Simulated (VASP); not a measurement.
A run of VASP 6.6.1 is set up as follows.

INCAR

```
SYSTEM = H3C19
PREC = Accurate ; ENCUT = 520
EDIFF = 1E-6 ; ISMEAR = -1
SIGMA = 0.02 ; LREAL = Auto
LASPH = .True. ; NELM = 150
ALGO = Normal ; ISIF = 2
LWAVE = .False. ; LCHARG = .False.
ISPIN = 2 ; MAGMOM = 0 0 0 0 0 0 0 0 0 0 0 0 0 0 0 0 0 0 1 0 0 0
LORBIT = 11 ; GGA = PE
NBANDS = 60
```

The input KPOINTS:

```
regular mesh
0
Gamma
  2 2 1
  0 0 0
```

File POSCAR:

```
H3C19
1.0
    7.3980000000      0.0000000000      0.0000000000
   -3.6990000000      6.4068560000      0.0000000000
    0.0000000000      0.0000000000     11.0000000000
C H
19 3
Direct
    0.0170563689      0.0363355308      0.0707129345
    0.2391334856      0.1473739235      0.0712609323
    0.0174610654      0.3708293907      0.0689117790
    0.2395629186      0.4813709255      0.0635163202
    0.0174544485      0.7022775642      0.0689301549
    0.2395857626      0.8138527560      0.0635370083
    0.3511601969      0.0359546505      0.0689707915
    0.5706539260      0.1434888802      0.0762169035
    0.3511124394      0.3707960892      0.0689452211
    0.5705886952      0.4827607848      0.0762157596
    0.3503910857      0.7030002740      0.0625481293
    0.5720382850      0.8138269126      0.0635576284
    0.6825905464      0.0359347464      0.0689668746
    0.9060401432      0.1473988822      0.0712482161
    0.6837238283      0.3696785360      0.1124805160
    0.9099491351      0.4828361483      0.0761875986
    0.6825740537      0.7022390342      0.0689576990
    0.9059892236      0.8142352923      0.0712308157
    0.6836833736      0.3696221947      0.2572261703
    0.5222695621      0.2836822487      0.2907434142
    0.7695213678      0.2941301428      0.2907280276
    0.7592374885      0.5308717927      0.2907256051
```

Potentials or basis: VASP PAW PBE potentials, release 64 (C, H).

The run is started by

```console
$ cat potpaw_PBE.64/C/POTCAR potpaw_PBE.64/H/POTCAR > POTCAR
$ mpirun -np 1 vasp_std > vasp.out
```

Q: Estimate the site moments.

A: C -0.04, +0.12, -0.06, +0.06, +0.13, -0.03, -0.01 (each value once); H +0.00 μB.

Q: Estimate the band gap on the k mesh.

A: 0.28 eV.

Forces on the atoms (eV/Å):
```
C    0.008 -0.006  0.001
C   -0.004 -0.002  0.004
C    0.001 -0.001 -0.001
C    0.003  0.003 -0.010
C    0.001  0.010 -0.002
C    0.006 -0.006 -0.008
C   -0.009 -0.003 -0.005
C    0.005 -0.011 -0.005
C   -0.005  0.000  0.000
C    0.001 -0.007 -0.003
C   -0.005  0.008  0.007
C   -0.005 -0.007 -0.011
C    0.003  0.002 -0.003
C   -0.003 -0.002  0.001
C    0.002  0.003  0.049
C    0.001 -0.010 -0.002
C   -0.005  0.011 -0.004
C    0.000  0.013  0.007
C   -0.006 -0.022 -0.012
H    0.014  0.025 -0.007
H   -0.011 -0.008 -0.002
H    0.006  0.008  0.005
```

Caveat: the k points lie up to 0.49 Å⁻¹ apart; there is no dipole correction, which matters where the two faces differ.
